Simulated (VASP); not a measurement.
A run of VASP 6.6.1:

Contents of INCAR:

```
ALGO     = Normal         # electronic algorithm
EDIFF    = 1E-7           # SCF threshold, eV
ENCUT    = 520            # plane-wave cutoff, eV
GGA      = PS             # functional
ISIF     = 2              # what is computed and relaxed
ISMEAR   = 1              # smearing method
LASPH    = T              # aspherical terms in the spheres
LCHARG   = T              # write CHGCAR
LELF     = T              # ELF
LREAL    = F              # projectors in reciprocal space
LVHAR    = T            
LWAVE    = F              # write WAVECAR
NBANDS   = 17             # bands
NELM     = 80             # most SCF steps
PREC     = Accurate       # precision mode
SIGMA    = 0.1            # smearing width, eV
```

Contents of KPOINTS:

```
k-points
0
Gamma
  6 6 6
```

The input POSCAR:

```
SnSe
1.0
    0.0000000000      3.1258814493      3.1258814493
    3.1258814493      0.0000000000      3.1258814493
    3.1258814493      3.1258814493      0.0000000000
Sn Se
1 1
Direct
    0.0000000000      0.0000000000      0.0000000000
    0.5000000000      0.5000000000      0.5000000000
```

Potentials or basis: VASP PAW PBE potentials, release 64 (Sn_d, Se).

Run with:

```console
$ cat potpaw_PBE.64/Sn_d/POTCAR potpaw_PBE.64/Se/POTCAR > POTCAR
$ mpirun -np 1 vasp_std > vasp.out
```

Hardware: 1 thread of Intel(R) Xeon(R) Platinum 8559C (Emerald Rapids), on a shared host.

Question: How long does it take, and how much memory?

Answer: It took 11 s on 1 thread of Intel(R) Xeon(R) Platinum 8559C (Emerald Rapids) (shared host), peak memory 0.2 GiB. Counts: scf iterations 12, k points 16.
